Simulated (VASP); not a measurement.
**Ti: single point with PBEsol**

Crystal: Ti.

```
Ti
1.0
     0.00000    1.86001    2.41801
     1.86001    0.00000    2.41801
     1.86001    1.86001    0.00000
Ti
1
Direct
  0.00000 0.00000 0.00000
```

This cell differs from its parent crystal: ratio of the length along z to the lengths across it x 1.3, volume and fractional coordinates fixed.

```json
{
 "Program": "VASP 6.6.1",
 "Task": "single point",
 "Functional": "PBEsol",
 "Potentials or basis": "VASP PAW PBE potentials, release 64 (Ti_sv)",
 "Cutoff": "520 eV",
 "k mesh": "22 × 22 × 22",
 "Occupations": "gaussian, width 0.15 eV",
 "Spin": "no spin polarisation"
}
```

| Item | Value |
| --- | --- |
| Pressure | -1.9 GPa |
| Band gap on the k mesh | zero (band 6 reaches 9.11 eV, above the bottom of band 7 at 7.77 eV) |

Stress tensor (GPa, compression positive):
```
 1.19  0.00  0.00
 0.00  1.19  0.00
 0.00  0.00 -8.03
```

Levels at points of the mesh, in eV from the Fermi level:
| k point | band 3 | band 4 | band 5 | band 6 | band 7 | band 8 | band 9 | band 10 |
| --- | --- | --- | --- | --- | --- | --- | --- | --- |
| (0.00, 0.00, 0.00) | -32.08 | -32.08 | -5.97 | -0.33 | 1.04 | 2.12 | 2.12 | 3.91 |
| (0.50, 0.00, 0.00) | -32.36 | -32.05 | -2.46 | -0.03 | 1.12 | 2.01 | 3.67 | 4.05 |
| (0.50, 0.50, 0.00) | -32.18 | -32.18 | -2.67 | -1.46 | 0.49 | 4.08 | 4.08 | 4.22 |
| (0.50, 0.00, 0.50) | -32.78 | -32.30 | -2.60 | -1.41 | 3.03 | 3.48 | 5.06 | 5.19 |

Wall time 79 s on 1 thread of Intel(R) Xeon(R) 6975P-C (Granite Rapids) (shared host), peak memory 0.26 GiB.

Caveat: the PAW data sets were made with another functional, which shifts forces and pressure a little.
